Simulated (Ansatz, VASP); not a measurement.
**Au: VASP beside Ansatz**

INCAR

```
SYSTEM = Au
ALGO = Normal
EDIFF = 1E-7
ENCUT = 520
GGA = PE
ISIF = 2
ISMEAR = -1
LASPH = .True.
LCHARG = .False.
LREAL = .False.
LWAVE = .False.
NBANDS = 12
NELM = 100
PREC = Accurate
SIGMA = 0.1
```

KPOINTS

```
k-points
0
Gamma
  22 22 22
  0 0 0
```

File POSCAR:

```
Au
1.0
   -1.6060841265      1.6060841265      1.6060841265
    1.6060841265     -1.6060841265      1.6060841265
    1.6060841265      1.6060841265     -1.6060841265
Au
1
Direct
    0.0000000000      0.0000000000      0.0000000000
```

Input for Ansatz:

```yaml
crystal:
  lattice:
    - [-1.6060841265, 1.6060841265, 1.6060841265]
    - [1.6060841265, -1.6060841265, 1.6060841265]
    - [1.6060841265, 1.6060841265, -1.6060841265]
  atoms:
    - { symbol: Au, position: [0.0, 0.0, 0.0] }
hamiltonian:
  xc: pbe
  pseudopotentials:
    kind: paw
    azcp:
      Au: "pseudopotentials/Au.paw.azcp"
basis:
  ecutwfc: 420
  fft_grid_basis: typed
kpoints:
  mp_grid: { grid: [22, 22, 22], shift: [0, 0, 0] }
magnetization:
  spin_polarized: false
scf:
  occupations: { method: fermi_dirac, width: 0.1 }
output:
  stress: true
```

Alike in both runs: task single point; functional PBE; k mesh 22 × 22 × 22; occupations fermi-dirac, width 0.1 eV; no spin polarisation.

|  | VASP | Ansatz |
| --- | --- | --- |
| version | VASP 6.6.1 | Ansatz 0.2.0 |
| potentials or method | VASP PAW PBE potentials, release 64 (Au), cutoff 520 eV | plane waves (420 eV) with PAW, scalar-relativistic |
| valence electrons in the cell | 11 | 19 |

```csv
,VASP,Ansatz,Ansatz less VASP
pressure (GPa),14.5,14.8,+0.35
```

With one functional, cell and mesh, what is left measures potentials, basis and numerics. VASP's potentials hold 11 valence electrons a cell and Ansatz's 19, so a difference there can come from the potentials and not from the codes.

Neither program's run includes spin-orbit coupling.
